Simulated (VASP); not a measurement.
# Pt (P4mm) in VASP: single point with PBE

Aim: the single point of Pt with PBE.

All numbers are computed with VASP 6.6.1; they aren't measurements. Logs are shortened: lines on timing, memory, paths and dates and some standing lists are left out, and cuts for length are marked.

### Step 1. The cell of the first run

The structure is tetragonal, space group P4mm (No. 99). The conventional cell has a = 4.386 Å, b = 4.386 Å, c = 2.538 Å, α = 90.00°, β = 90.00°, γ = 90.00°. Pt (site symmetry 2mm) has 6 Pt at 2.33 to 2.81 Å within 3.1 Å. Pt (site symmetry 4mm) has 10 Pt at 2.33 to 2.81 Å within 3.1 Å.

### Step 2. Single point, PBE

INCAR

```
  PREC = Accurate
  ENCUT = 500
  EDIFF = 1E-6
  ISMEAR = 0
  SIGMA = 0.1
  LREAL = False
  LASPH = True
  NELM = 120
  ALGO = Normal
  ISIF = 2
  LWAVE = False
  LCHARG = True
  GGA = PE
  LELF = True
  LVHAR = True
  NBANDS = 22
  GGA_COMPAT = False
```

KPOINTS

```
regular mesh
0
Gamma
  4 4 6
```

POSCAR

```
Pt
1.0
    4.3856647600      0.0000000000      0.0000000000
    0.0000000000      4.3856647600      0.0000000000
    0.0000000000      0.0000000000      2.5381703500
Pt
3
Direct
    0.0000000000      0.5000000000      0.8292888700
    0.5000000000      0.0000000000      0.8292888700
    0.0000000000      0.0000000000      0.5229998200
```

Potentials or basis: VASP PAW PBE potentials, release 64 (Pt).

The run is started by

```bash
$ cat potpaw_PBE.64/Pt/POTCAR > POTCAR
$ mpirun -np 1 vasp_std > vasp.out
```

OUTCAR:

```text
PREC = Accurate
   ENCUT = 500
   EDIFF = 1E-6
   ISMEAR = 0
   LREAL = False
   LASPH = True
   NELM = 120
   ISIF = 2
   GGA = PE

 ion  position               nearest neighbor table
   1  0.000  0.500  0.829-   3 2.33   3 2.33   3 2.81   3 2.81   2 3.10   2 3.10   2 3.10   2 3.10

   2  0.500  0.000  0.829-   3 2.33   3 2.33   3 2.81   3 2.81   1 3.10   1 3.10   1 3.10   1 3.10

   3  0.000  0.000  0.523-   1 2.33   2 2.33   1 2.33   2 2.33   1 2.81   1 2.81   2 2.81   2 2.81

  LATTYP: Found a simple tetragonal cell.
 ALAT       =     4.3856647600
 C/A-ratio  =     0.5787424459

  Lattice vectors:

 A1 = (   4.3856647600,   0.0000000000,   0.0000000000)
 A2 = (   0.0000000000,   4.3856647600,   0.0000000000)
 A3 = (   0.0000000000,   0.0000000000,   2.5381703500)

Analysis of symmetry for initial positions (statically):
=====================================================================
 Subroutine PRICEL returns:
 Original cell was already a primitive cell.

 Routine SETGRP: Setting up the symmetry group for a
 simple tetragonal supercell.

 Subroutine GETGRP returns: Found  8 space group operations
 (whereof  8 operations were pure point group operations)
 out of a pool of 16 trial point group operations.

The static configuration has the point symmetry C_4v.

Analysis of symmetry for dynamics (positions and initial velocities):
=====================================================================
 Subroutine PRICEL returns:
 Original cell was already a primitive cell.

 Routine SETGRP: Setting up the symmetry group for a
 simple tetragonal supercell.

 Subroutine GETGRP returns: Found  8 space group operations
 (whereof  8 operations were pure point group operations)
 out of a pool of 16 trial point group operations.

The dynamic configuration has the point symmetry C_4v.

 Subroutine INISYM returns: Found  8 space group operations
 (whereof  8 operations are pure point group operations),
 and found     1 'primitive' translations

----------------------------------------------------------------------------------------

                                     Primitive cell

  volume of cell :      48.8193

  direct lattice vectors                    reciprocal lattice vectors
     4.385664760  0.000000000  0.000000000     0.228015604  0.000000000  0.000000000
     0.000000000  4.385664760  0.000000000     0.000000000  0.228015604  0.000000000
     0.000000000  0.000000000  2.538170350     0.000000000  0.000000000  0.393984588

  length of vectors
     4.385664760  4.385664760  2.538170350     0.228015604  0.228015604  0.393984588

  position of ions in fractional coordinates (direct lattice)
     0.000000000  0.500000000  0.829288870
     0.500000000  0.000000000  0.829288870
     0.000000000  0.000000000  0.522999820

  ion indices of the primitive-cell ions
   primitive index   ion index
                 1           1
                 2           2
                 3           3

----------------------------------------------------------------------------------------

 KPOINTS: regular mesh

Automatic generation of k-mesh.
 Grid dimensions read from file:
 generate k-points for:    4    4    6

 Generating k-lattice:

  Cartesian coordinates                     Fractional coordinates (reciprocal lattice)
     0.057003901  0.000000000  0.000000000     0.250000000  0.000000000  0.000000000
     0.000000000  0.057003901  0.000000000     0.000000000  0.250000000  0.000000000
     0.000000000  0.000000000  0.065664098     0.000000000  0.000000000  0.166666667

  Length of vectors
     0.057003901  0.057003901  0.065664098

  Shift w.r.t. Gamma in fractional coordinates (k-lattice)
     0.000000000  0.000000000  0.000000000

 Subroutine IBZKPT returns following result:
 ===========================================

 Found     24 irreducible k-points:

 Following reciprocal coordinates:
            Coordinates               Weight
  0.000000  0.000000  0.000000      1.000000
  0.250000  0.000000  0.000000      4.000000
  0.500000  0.000000  0.000000      2.000000
  0.250000  0.250000  0.000000      4.000000
  0.500000  0.250000  0.000000      4.000000
  0.500000  0.500000  0.000000      1.000000
[... 16 lines left out ...]
  0.500000  0.250000  0.500000      4.000000
  0.500000  0.500000  0.500000      1.000000
   k-points           NKPTS =     24   k-points in BZ     NKDIM =     24   number of bands    NBANDS=     22
   number of dos      NEDOS =    301   number of ions     NIONS =      3
   total plane-waves  NPLWV =  20480
   dimension x,y,z NGX =    32 NGY =   32 NGZ =   20
   dimension x,y,z NGXF=    64 NGYF=   64 NGZF=   40
   ions per type =               3
   NGX,Y,Z   is equivalent  to a cutoff of  12.13, 12.13, 13.10 a.u.
   NGXF,Y,Z  is equivalent  to a cutoff of  24.26, 24.26, 26.20 a.u.
 SYSTEM =  unknown system
   PREC   = accura    normal or accurate (medium, high low for compatibility)
   ISTART =      0    job   : 0-new  1-cont  2-samecut
   ICHARG =      2    charge: 1-file 2-atom 10-const
   ISPIN  =      1    spin polarized calculation?
   LNONCOLLINEAR =      F non collinear calculations
   LSORBIT =      F    spin-orbit coupling
   LASPH  =      T    aspherical Exc in radial PAW
   ENCUT  =  500.0 eV  36.75 Ry    6.06 a.u.   8.00  8.00  4.63*2*pi/ulx,y,z
   NELM   =    120;   NELMIN=  2; NELMDL= -5     # of ELM steps
   EDIFF  = 0.1E-05   stopping-criterion for ELM
   LREAL  =      F    real-space projection
   EDIFFG = 0.1E-04   stopping-criterion for IOM
   NSW    =      0    number of steps for IOM
   IBRION =     -1    ionic relax: 0-MD 1-quasi-New 2-CG
   NFREE  =      0    steps in history (QN), initial steepest desc. (CG)
   ISIF   =      2    stress and relaxation
   ISYM   =      2    0-nonsym 1-usesym 2-fastsym
   POTIM  = 0.5000    time-step for ionic-motion
   TEBEG  =    0.0;   TEEND  =   0.0 temperature during run
   PSTRESS=    0.0 pullay stress
   NELECT =      30.0000    total number of electrons
   NUPDOWN=      -1.0000    fix difference up-down
   EMIN   =  10.00;   EMAX   =-10.00  energy-range for DOS
   EFERMI =   0.00;   METHOD = LEGACY
   ISMEAR =     0;   SIGMA  =   0.10  broadening in eV -4-tet -1-fermi 0-gaus
   EFERMI_NEDOS =   21; number of points for ismear=-14 and -15
   IALGO  =     38    algorithm
   IMIX   =      4    mixing-type and parameters
     AMIX     =   0.40;   BMIX     =  1.00
     AMIX_MAG =   1.60;   BMIX_MAG =  1.00
  volume/ion in A,a.u.               =      16.27       109.82
  Fermi-wavevector in a.u.,A,eV,Ry     =   1.391825  2.630168 26.356900  1.937177
  Thomas-Fermi vector in A             =   2.515627
   LORBIT       =      0    0 simple, 1 ext, 2 COOP (PROOUT), +10 PAW based schemes
   GGA     = PE    functional components
   LHFCALC =     F    Hartree Fock is set to
   AEXX    =    0.0000 exact exchange contribution
   IVDW    =     0    specifies the selected vdW correction
   LEPSILON=     F    determine dielectric tensor
   LRPA    =     F    only Hartree local field effects (RPA)
 non-spin polarized calculation
 Gauss-broadening in eV      SIGMA  =   0.10
  energy-cutoff  :      500.00
  volume of cell :       48.82
 maximum number of plane-waves:      1272
 NGX is ok and might be reduce to    32
   NGX = 15   NGY = 15   NGZ =  9

 number of electron      29.9999995 magnetization

 Free energy of the ion-electron system (eV)
  ---------------------------------------------------
  ext. energy  EPLUGINS =         0.00000000
  ---------------------------------------------------
  free energy    TOTEN  =       -14.11375051 eV

  energy without entropy =      -14.08841379  energy(sigma->0) =      -14.10108215

 E-fermi :   9.9831     XC(G=0): -12.6528

 val. band max:        9.9737447940   @ k =   0.2500   0.0000   0.0000
 cond. band min:       9.9991012204   @ k =   0.5000   0.5000   0.1667
 fundamental gap:      0.0253564264
 Fermi energy:         9.9831487628

 k-point     1 :       0.0000    0.0000    0.0000
  band No.  band energies     occupation
      1      -0.5916      2.00000
      2       1.9250      2.00000
      3       2.3477      2.00000
      4       2.4817      2.00000
      5       4.3414      2.00000
      6       4.5779      2.00000
[... 14 lines left out ...]
     21      18.6767      0.00000
     22      19.1140      0.00000

 k-point     2 :       0.2500    0.0000    0.0000
  band No.  band energies     occupation
      1      -0.1071      2.00000
      2       2.2533      2.00000
      3       2.3737      2.00000
      4       2.8617      2.00000
      5       3.9740      2.00000
      6       4.4749      2.00000
[... 14 lines left out ...]
     21      18.5613      0.00000
     22      20.6740      0.00000

 k-point     3 :       0.5000    0.0000    0.0000
  band No.  band energies     occupation
      1       0.3380      2.00000
      2       2.4514      2.00000
      3       2.9760      2.00000
      4       3.4336      2.00000
      5       4.4100      2.00000
      6       4.5503      2.00000
[... 14 lines left out ...]
     21      18.5235      0.00000
     22      23.0425      0.00000

 k-point     4 :       0.2500    0.2500    0.0000
  band No.  band energies     occupation
      1       0.4739      2.00000
      2       2.3951      2.00000
      3       2.4398      2.00000
      4       3.2286      2.00000
      5       3.8972      2.00000
      6       4.1131      2.00000
[... 14 lines left out ...]
     21      21.4381      0.00000
     22      22.0548      0.00000

 k-point     5 :       0.5000    0.2500    0.0000
  band No.  band energies     occupation
      1       1.0183      2.00000
      2       2.4891      2.00000
      3       2.9933      2.00000
      4       3.6606      2.00000
      5       3.9614      2.00000
      6       4.5697      2.00000
[... 417 lines left out ...]
 k-point    22 :       0.2500    0.2500    0.5000
  band No.  band energies     occupation
      1       1.6451      2.00000
      2       1.7746      2.00000
      3       3.3856      2.00000
      4       3.9074      2.00000
      5       4.2236      2.00000
      6       5.7687      2.00000
[... 14 lines left out ...]
     21      19.0952      0.00000
     22      21.4833      0.00000

 k-point    23 :       0.5000    0.2500    0.5000
  band No.  band energies     occupation
      1       1.6719      2.00000
      2       1.6930      2.00000
      3       2.2127      2.00000
      4       3.6653      2.00000
      5       4.0628      2.00000
      6       6.2443      2.00000
[... 14 lines left out ...]
     21      19.2683      0.00000
     22      19.6246      0.00000

 k-point    24 :       0.5000    0.5000    0.5000
  band No.  band energies     occupation
      1       1.6016      2.00000
      2       1.6016      2.00000
      3       1.9787      2.00000
      4       2.5680      2.00000
      5       3.7924      2.00000
      6       6.9346      2.00000
[... 14 lines left out ...]
     21      18.3002      0.00000
     22      18.8997      0.00000

------------------------ aborting loop because EDIFF is reached ----------------------------------------

  FORCE on cell =-STRESS in cart. coord.  units (eV):
  Direction    XX          YY          ZZ          XY          YZ          ZX
  --------------------------------------------------------------------------------------
  -------------------------------------------------------------------------------------
  Total       18.8541265     18.8541265     21.4528301      0.0000000      0.0000000      0.0000000
  in kB      618.7644728    618.7644728    704.0500711      0.0000000      0.0000000      0.0000000
  external PRESSURE =     647.1930056 kB  Pullay stress =       0.0000000 kB

 VOLUME and BASIS-vectors are now :
 -----------------------------------------------------------------------------
  energy-cutoff  :      500.00
  volume of cell :       48.82
      direct lattice vectors                 reciprocal lattice vectors
     4.385664760  0.000000000  0.000000000     0.228015604  0.000000000  0.000000000
     0.000000000  4.385664760  0.000000000     0.000000000  0.228015604  0.000000000
     0.000000000  0.000000000  2.538170350     0.000000000  0.000000000  0.393984588

 POSITION                                       TOTAL-FORCE (eV/Angst)
 -----------------------------------------------------------------------------------
      0.00000      2.19283      2.10488         0.000000      0.000000      3.172653
      2.19283      0.00000      2.10488        -0.000000      0.000000      3.172653
      0.00000      0.00000      1.32746        -0.000000      0.000000     -6.345307
 -----------------------------------------------------------------------------------
    total drift:                                0.000000      0.000000      0.000072

  FREE ENERGIE OF THE ION-ELECTRON SYSTEM (eV)
  ---------------------------------------------------
  free  energy   TOTEN  =       -14.1137505126 eV

  energy  without entropy=      -14.0884137931  energy(sigma->0) =      -14.10108215
```

It took 29 s on 1 thread of Intel Xeon 8259CL, shared host; peak memory 0.16 GiB.

Results:

```yaml
Free_energy: -14.1138 eV
Pressure: 64.7 GPa
Largest_force: 6.345 eV/Å
Band_gap_on_the_k_mesh: zero (band 15 reaches 11.73 eV, above the bottom of band 16 at 9.80 eV)
```

Forces on the atoms (eV/Å):
```
Pt   0.000  0.000  3.173
Pt   0.000  0.000  3.173
Pt   0.000  0.000 -6.345
```

Caveat: the k points lie up to 0.41 Å⁻¹ apart; spin-orbit coupling is left out, which moves the levels of the heavy elements; forces of over 1 eV/Å act on the atoms, so gaps and moduli don't describe the material at rest.
